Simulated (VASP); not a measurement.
# Zn4S in VASP: further runs

Runs on Zn4S. Level: PBE. Tasks: single point, relaxation of cell and atoms.

Everything below comes from runs of VASP 6.6.1. Logs are shortened: lines on timing, memory, paths and dates and some standing lists are left out, and cuts for length are marked.

**1. The cell of the first run**

The typed cell holds 5 atoms: a = 5.024 Å, b = 5.024 Å, c = 5.024 Å, α = 109.47°, β = 109.47°, γ = 109.47°.

**2. Single point, PBE**

INCAR

```
SYSTEM = Zn4S
ALGO = Normal
EDIFF = 1E-6
ENCUT = 520
GGA = PE
ISIF = 2
ISMEAR = 0
LASPH = .TRUE.
LCHARG = .FALSE.
LREAL = .FALSE.
LWAVE = .FALSE.
NBANDS = 35
NELM = 80
PREC = Accurate
SIGMA = 0.1
```

KPOINTS

```
k-points
0
G
  4 4 4
  0 0 0
```

POSCAR

```
Zn4S
1.0
   -2.9005210976      2.9005210976      2.9005210976
    2.9005210976     -2.9005210976      2.9005210976
    2.9005210976      2.9005210976     -2.9005210976
Zn S
4 1
Direct
    0.0000000000      0.0000000000      0.5000941448
    0.5000941448      0.0000000000      0.0000000000
    0.0000000000      0.5000941448      0.0000000000
    0.4999058552      0.4999058552      0.4999058552
    0.0000000000      0.0000000000      0.0000000000
```

Potentials or basis: VASP PAW PBE potentials, release 64 (Zn, S).

Started as:

```console
$ cat potpaw_PBE.64/Zn/POTCAR potpaw_PBE.64/S/POTCAR > POTCAR
$ mpirun -np 1 vasp_std > vasp.out
```

OUTCAR:

```text
SYSTEM = Zn4S
   EDIFF = 1E-6
   ENCUT = 520
   GGA = PE
   ISIF = 2
   ISMEAR = 0
   LASPH = .TRUE.
   LREAL = .FALSE.
   NELM = 80
   PREC = Accurate

 ion  position               nearest neighbor table
   1  0.000  0.000  0.500-   5 2.51   5 2.51   4 2.90   2 2.90   2 2.90   3 2.90   3 2.90   4 2.90

   2  0.500  0.000  0.000-   5 2.51   5 2.51   4 2.90   3 2.90   4 2.90   1 2.90   3 2.90   1 2.90

   3  0.000  0.500  0.000-   5 2.51   5 2.51   4 2.90   2 2.90   1 2.90   2 2.90   1 2.90   4 2.90

   4  0.500  0.500  0.500-   5 2.51   5 2.51   3 2.90   2 2.90   1 2.90   2 2.90   3 2.90   1 2.90

   5  0.000  0.000  0.000-   1 2.51   2 2.51   3 2.51   4 2.51   3 2.51   1 2.51   2 2.51   4 2.51

  LATTYP: Found a body centered cubic cell.
 ALAT       =     5.8010421952

  Lattice vectors:

 A1 = (  -2.9005210976,   2.9005210976,   2.9005210976)
 A2 = (   2.9005210976,  -2.9005210976,   2.9005210976)
 A3 = (   2.9005210976,   2.9005210976,  -2.9005210976)

Analysis of symmetry for initial positions (statically):
=====================================================================
 Subroutine PRICEL returns:
 Original cell was already a primitive cell.

 Routine SETGRP: Setting up the symmetry group for a
 body centered cubic supercell.

 Subroutine GETGRP returns: Found 24 space group operations
 (whereof 24 operations were pure point group operations)
 out of a pool of 48 trial point group operations.

The static configuration has the point symmetry T_d .

Analysis of symmetry for dynamics (positions and initial velocities):
=====================================================================
 Subroutine PRICEL returns:
 Original cell was already a primitive cell.

 Routine SETGRP: Setting up the symmetry group for a
 body centered cubic supercell.

 Subroutine GETGRP returns: Found 24 space group operations
 (whereof 24 operations were pure point group operations)
 out of a pool of 48 trial point group operations.

The dynamic configuration has the point symmetry T_d .

 Subroutine INISYM returns: Found 24 space group operations
 (whereof 24 operations are pure point group operations),
 and found     1 'primitive' translations

----------------------------------------------------------------------------------------

                                     Primitive cell

  volume of cell :      97.6086

  direct lattice vectors                    reciprocal lattice vectors
    -2.900521098  2.900521098  2.900521098     0.000000000  0.172382818  0.172382818
     2.900521098 -2.900521098  2.900521098     0.172382818  0.000000000  0.172382818
     2.900521098  2.900521098 -2.900521098     0.172382818  0.172382818  0.000000000

  length of vectors
     5.023849909  5.023849909  5.023849909     0.243786119  0.243786119  0.243786119

  position of ions in fractional coordinates (direct lattice)
     0.000000000  0.000000000  0.500094145
     0.500094145  0.000000000  0.000000000
     0.000000000  0.500094145  0.000000000
     0.499905855  0.499905855  0.499905855
     0.000000000  0.000000000  0.000000000

  ion indices of the primitive-cell ions
   primitive index   ion index
                 1           1
                 2           2
                 3           3
                 4           4
                 5           5

----------------------------------------------------------------------------------------

 KPOINTS: k-points

Automatic generation of k-mesh.
 Grid dimensions read from file:
 generate k-points for:    4    4    4

 Generating k-lattice:

  Cartesian coordinates                     Fractional coordinates (reciprocal lattice)
     0.000000000  0.043095704  0.043095704     0.250000000  0.000000000  0.000000000
     0.043095704  0.000000000  0.043095704     0.000000000  0.250000000  0.000000000
     0.043095704  0.043095704  0.000000000     0.000000000  0.000000000  0.250000000

  Length of vectors
     0.060946530  0.060946530  0.060946530

  Shift w.r.t. Gamma in fractional coordinates (k-lattice)
     0.000000000  0.000000000  0.000000000

 Subroutine IBZKPT returns following result:
 ===========================================

 Found      8 irreducible k-points:

 Following reciprocal coordinates:
            Coordinates               Weight
  0.000000  0.000000  0.000000      1.000000
  0.250000  0.000000  0.000000     12.000000
  0.500000  0.000000  0.000000      6.000000
  0.250000  0.250000  0.000000     24.000000
  0.250000  0.250000  0.250000      2.000000
 -0.250000  0.250000  0.250000      6.000000
  0.500000  0.500000  0.250000     12.000000
  0.500000  0.500000  0.500000      1.000000
   k-points           NKPTS =      8   k-points in BZ     NKDIM =      8   number of bands    NBANDS=     35
   number of dos      NEDOS =    301   number of ions     NIONS =      5
   total plane-waves  NPLWV =  64000
   dimension x,y,z NGX =    40 NGY =   40 NGZ =   40
   dimension x,y,z NGXF=    80 NGYF=   80 NGZF=   80
   ions per type =               4   1
   NGX,Y,Z   is equivalent  to a cutoff of  13.24, 13.24, 13.24 a.u.
   NGXF,Y,Z  is equivalent  to a cutoff of  26.47, 26.47, 26.47 a.u.
 SYSTEM =  Zn4S
   PREC   = accura    normal or accurate (medium, high low for compatibility)
   ISTART =      0    job   : 0-new  1-cont  2-samecut
   ICHARG =      2    charge: 1-file 2-atom 10-const
   ISPIN  =      1    spin polarized calculation?
   LNONCOLLINEAR =      F non collinear calculations
   LSORBIT =      F    spin-orbit coupling
   LASPH  =      T    aspherical Exc in radial PAW
   ENCUT  =  520.0 eV  38.22 Ry    6.18 a.u.   9.34  9.34  9.34*2*pi/ulx,y,z
   NELM   =     80;   NELMIN=  2; NELMDL= -5     # of ELM steps
   EDIFF  = 0.1E-05   stopping-criterion for ELM
   LREAL  =      F    real-space projection
   EDIFFG = 0.1E-04   stopping-criterion for IOM
   NSW    =      0    number of steps for IOM
   IBRION =     -1    ionic relax: 0-MD 1-quasi-New 2-CG
   NFREE  =      0    steps in history (QN), initial steepest desc. (CG)
   ISIF   =      2    stress and relaxation
   ISYM   =      2    0-nonsym 1-usesym 2-fastsym
   POTIM  = 0.5000    time-step for ionic-motion
   TEBEG  =    0.0;   TEEND  =   0.0 temperature during run
   PSTRESS=    0.0 pullay stress
   NELECT =      54.0000    total number of electrons
   NUPDOWN=      -1.0000    fix difference up-down
   EMIN   =  10.00;   EMAX   =-10.00  energy-range for DOS
   EFERMI =   0.00;   METHOD = LEGACY
   ISMEAR =     0;   SIGMA  =   0.10  broadening in eV -4-tet -1-fermi 0-gaus
   EFERMI_NEDOS =   21; number of points for ismear=-14 and -15
   IALGO  =     38    algorithm
   IMIX   =      4    mixing-type and parameters
     AMIX     =   0.40;   BMIX     =  1.00
     AMIX_MAG =   1.60;   BMIX_MAG =  1.00
  volume/ion in A,a.u.               =      19.52       131.74
  Fermi-wavevector in a.u.,A,eV,Ry     =   1.343930  2.539660 24.574142  1.806148
  Thomas-Fermi vector in A             =   2.471965
   LORBIT       =      0    0 simple, 1 ext, 2 COOP (PROOUT), +10 PAW based schemes
   GGA     = PE    functional components
   LHFCALC =     F    Hartree Fock is set to
   AEXX    =    0.0000 exact exchange contribution
   IVDW    =     0    specifies the selected vdW correction
   LEPSILON=     F    determine dielectric tensor
   LRPA    =     F    only Hartree local field effects (RPA)
 non-spin polarized calculation
 Gauss-broadening in eV      SIGMA  =   0.10
  energy-cutoff  :      520.00
  volume of cell :       97.61
 maximum number of plane-waves:      2659
 NGX is ok and might be reduce to    40
   NGX = 19   NGY = 19   NGZ = 19

 number of electron      53.9999989 magnetization

 Free energy of the ion-electron system (eV)
  ---------------------------------------------------
  ext. energy  EPLUGINS =         0.00000000
  ---------------------------------------------------
  free energy    TOTEN  =        -6.96594315 eV

  energy without entropy =       -6.94047936  energy(sigma->0) =       -6.95321126

 E-fermi :   1.8287     XC(G=0): -10.0977

 val. band max:        1.8192190973   @ k =  -0.2500   0.2500   0.2500
 cond. band min:       2.2424492115   @ k =   0.0000   0.0000   0.0000
 fundamental gap:      0.4232301143
 Fermi energy:         1.8287389979

 k-point     1 :       0.0000    0.0000    0.0000
  band No.  band energies     occupation
      1     -12.4149      2.00000
      2      -5.2363      2.00000
      3      -5.2363      2.00000
      4      -5.0892      2.00000
      5      -5.0892      2.00000
      6      -5.0800      2.00000
[... 27 lines left out ...]
     34       8.6567      0.00000
     35       8.6567      0.00000

 k-point     2 :       0.2500    0.0000    0.0000
  band No.  band energies     occupation
      1     -12.2788      2.00000
      2      -5.3850      2.00000
      3      -5.1949      2.00000
      4      -5.1726      2.00000
      5      -5.1665      2.00000
      6      -5.0229      2.00000
[... 27 lines left out ...]
     34       8.3460      0.00000
     35       8.5861      0.00000

 k-point     3 :       0.5000    0.0000    0.0000
  band No.  band energies     occupation
      1     -12.1298      2.00000
      2      -5.9129      2.00000
      3      -5.3893      2.00000
      4      -5.1278      2.00000
      5      -5.1086      2.00000
      6      -5.0323      2.00000
[... 27 lines left out ...]
     34       7.5389      0.00000
     35       9.2041      0.00000

 k-point     4 :       0.2500    0.2500    0.0000
  band No.  band energies     occupation
      1     -12.1310      2.00000
      2      -5.7528      2.00000
      3      -5.4797      2.00000
      4      -5.1992      2.00000
      5      -5.0778      2.00000
      6      -4.9586      2.00000
[... 27 lines left out ...]
     34       8.2700      0.00000
     35       9.6954      0.00000

 k-point     5 :       0.2500    0.2500    0.2500
  band No.  band energies     occupation
      1     -12.1153      2.00000
      2      -5.4427      2.00000
      3      -5.4427      2.00000
      4      -5.4427      2.00000
      5      -4.8626      2.00000
      6      -4.8626      2.00000
[... 27 lines left out ...]
     34       7.8937      0.00000
     35       7.8937      0.00000

 k-point     6 :      -0.2500    0.2500    0.2500
  band No.  band energies     occupation
      1     -12.1489      2.00000
      2      -5.5161      2.00000
      3      -5.5161      2.00000
      4      -5.4564      2.00000
      5      -5.1752      2.00000
      6      -5.0282      2.00000
[... 27 lines left out ...]
     34       8.8453      0.00000
     35       8.8453      0.00000

 k-point     7 :       0.5000    0.5000    0.2500
  band No.  band energies     occupation
      1     -12.0069      2.00000
      2      -5.9820      2.00000
      3      -5.7657      2.00000
      4      -5.5621      2.00000
      5      -5.1078      2.00000
      6      -5.0917      2.00000
[... 27 lines left out ...]
     34      10.0966      0.00000
     35      10.1194      0.00000

 k-point     8 :       0.5000    0.5000    0.5000
  band No.  band energies     occupation
      1     -11.8729      2.00000
      2      -6.0423      2.00000
      3      -6.0423      2.00000
      4      -6.0423      2.00000
      5      -5.1263      2.00000
      6      -5.1263      2.00000
[... 27 lines left out ...]
     34       7.3965      0.00000
     35      12.6494      0.00000

------------------------ aborting loop because EDIFF is reached ----------------------------------------

  FORCE on cell =-STRESS in cart. coord.  units (eV):
  Direction    XX          YY          ZZ          XY          YZ          ZX
  --------------------------------------------------------------------------------------
  -------------------------------------------------------------------------------------
  Total       -0.0643102     -0.0643102     -0.0643102      0.0000000      0.0000000     -0.0000000
  in kB       -1.0556075     -1.0556075     -1.0556075      0.0000000      0.0000000     -0.0000000
  external PRESSURE =      -1.0556075 kB  Pullay stress =       0.0000000 kB

 VOLUME and BASIS-vectors are now :
 -----------------------------------------------------------------------------
  energy-cutoff  :      520.00
  volume of cell :       97.61
      direct lattice vectors                 reciprocal lattice vectors
    -2.900521098  2.900521098  2.900521098     0.000000000  0.172382818  0.172382818
     2.900521098 -2.900521098  2.900521098     0.172382818  0.000000000  0.172382818
     2.900521098  2.900521098 -2.900521098     0.172382818  0.172382818  0.000000000

 POSITION                                       TOTAL-FORCE (eV/Angst)
 -----------------------------------------------------------------------------------
      1.45053      1.45053     -1.45053        -0.000706     -0.000706      0.000706
     -1.45053      1.45053      1.45053         0.000706     -0.000706     -0.000706
      1.45053     -1.45053      1.45053        -0.000706      0.000706     -0.000706
      1.44999      1.44999      1.44999         0.000706      0.000706      0.000706
      0.00000      0.00000      0.00000         0.000000      0.000000     -0.000000
 -----------------------------------------------------------------------------------
    total drift:                                0.000001      0.000001      0.000001

  FREE ENERGIE OF THE ION-ELECTRON SYSTEM (eV)
  ---------------------------------------------------
  free  energy   TOTEN  =        -6.9659431509 eV

  energy  without entropy=       -6.9404793605  energy(sigma->0) =       -6.95321126
```

Wall time 29 s (1 thread of Intel Xeon Platinum 8259CL at 2.50GHz (Skylake/Cascade Lake), shared host); peak memory 0.22 GiB.

Results:

```
Free energy            : -6.9659 eV
Pressure               : -0.1 GPa
Band gap on the k mesh : zero (band 27 reaches 3.89 eV, above the bottom of band 28 at 1.48 eV)
```

Caveat: the k points lie up to 0.38 Å⁻¹ apart.

**3. Single point, PBE**

INCAR

```
ALGO = Normal
EDIFF = 1E-7
ENCUT = 520
GGA = PE
ISIF = 2
ISMEAR = 0
LASPH = True
LCHARG = False
LREAL = False
LWAVE = False
NBANDS = 35
NELM = 80
PREC = Accurate
SIGMA = 0.1
```

KPOINTS

```
k-points
0
Gamma
  10 10 10
```

POSCAR

```
Zn4S
1.0
   -2.9005210976      2.9005210976      2.9005210976
    2.9005210976     -2.9005210976      2.9005210976
    2.9005210976      2.9005210976     -2.9005210976
Zn S
4 1
Direct
    0.0000000000      0.0000000000      0.5000000000
    0.5000000000      0.0000000000      0.0000000000
    0.0000000000      0.5000000000      0.0000000000
    0.5000000000      0.5000000000      0.5000000000
    0.0000000000      0.0000000000      0.0000000000
```

Potentials or basis: VASP PAW PBE potentials, release 64 (Zn, S).

Started as:

```console
$ cat potpaw_PBE.64/Zn/POTCAR potpaw_PBE.64/S/POTCAR > POTCAR
$ mpirun -np 1 vasp_std > vasp.out
```

Wall time 2.2 min (1 thread of Intel Xeon Platinum 8259CL at 2.50GHz (Skylake/Cascade Lake), shared host); peak memory 0.3 GiB.

Results (log left out):

```
Free energy            : -6.9417 eV
Pressure               : 0.1 GPa
Band gap on the k mesh : zero (band 27 reaches 3.90 eV, above the bottom of band 28 at 1.84 eV)
```

Levels at points of the mesh, in eV from the Fermi level:
| k point | band 25 | band 26 | band 27 | band 28 | band 29 | band 30 |
| --- | --- | --- | --- | --- | --- | --- |
| (0.00, 0.00, 0.00) | -4.56 | -0.09 | -0.09 | -0.09 | 1.17 | 1.17 |
| (0.50, 0.00, 0.00) | -3.45 | -1.88 | 0.41 | 1.60 | 1.71 | 2.95 |
| (0.50, 0.50, 0.50) | -2.21 | -2.21 | 1.56 | 1.56 | 1.56 | 2.86 |

**4. Relaxation of cell and atoms, PBE**

INCAR

```
SYSTEM = Zn4S
PREC = Accurate
ENCUT = 600
EDIFF = 1E-6
ISMEAR = 0
SIGMA = 0.1
LREAL = .False.
LASPH = .True.
NELM = 60
ALGO = Normal
ISIF = 3
LWAVE = .False.
LCHARG = .False.
GGA = PE
IBRION = 2
NSW = 100
EDIFFG = -0.01
```

KPOINTS

```
regular mesh
0
Gamma
  10 10 10
  0 0 0
```

POSCAR is that of step 3.

Started as:

```console
$ cat potpaw_PBE.64/Zn/POTCAR potpaw_PBE.64/S/POTCAR > POTCAR
$ mpirun -np 1 vasp_std > vasp.out
```

Run time: 3.1 min. Hardware: 1 thread of Intel Xeon Platinum 8259CL at 2.50GHz (Skylake/Cascade Lake), shared host; peak memory 0.32 GiB.

Results (log left out):

- Free energy: -6.9411 eV
- Relaxed volume: 19.55 Å³/atom
- Relaxed cell: a = 5.027 Å, b = 5.027 Å, c = 5.027 Å, α = 109.47°, β = 109.47°, γ = 109.47°
- Space group after relaxing (to 0.05 Å): Im-3m (No. 229)
- Energy gained by relaxing: 0.0 meV/atom
- Ionic steps: 2
- Pressure after relaxing: 0.1 GPa
- Band gap on the k mesh: zero (band 27 reaches 3.89 eV, above the bottom of band 28 at 1.84 eV)

Final structure:
```
CELL_PARAMETERS angstrom
-2.90212 2.90212 2.90212
2.90212 -2.90212 2.90212
2.90212 2.90212 -2.90212
ATOMIC_POSITIONS crystal
Zn 0.00000 0.00000 0.50000
Zn 0.50000 0.00000 0.00000
Zn 0.00000 0.50000 0.00000
Zn 0.50000 0.50000 0.50000
S 0.00000 0.00000 0.00000
```

Levels at points of the mesh, in eV from the Fermi level:
```
           k point  band 24  band 25  band 26  band 27  band 28  band 29  band 30  band 31
(0.00, 0.00, 0.00)    -5.20    -4.57    -0.09    -0.09    -0.09     1.18     1.18     1.18
(0.50, 0.00, 0.00)    -4.76    -3.45    -1.88     0.40     1.60     1.71     2.94     3.22
(0.50, 0.50, 0.50)    -5.15    -2.21    -2.21     1.56     1.56     1.56     2.87     2.87
```

**5. The runs side by side**

| task | cell | k mesh | cutoff (eV) | gap on the mesh (eV) | pressure (GPa) |
| --- | --- | --- | --- | --- | --- |
| single point | as given | 4 × 4 × 4 | 520 | none | -0.1 |
| single point | as given | 10 × 10 × 10 | 520 | none | 0.1 |
| relaxation of cell and atoms | relaxed | 10 × 10 × 10 | 600 | none | 0.1 |

Alike in all rows: level PBE; potentials or basis VASP PAW PBE potentials, release 64 (Zn, S); no spin polarisation; smearing gaussian 0.1 eV.

Caveats: some runs use coarse meshes.

Absolute energies hang on the potentials; compare differences alone.
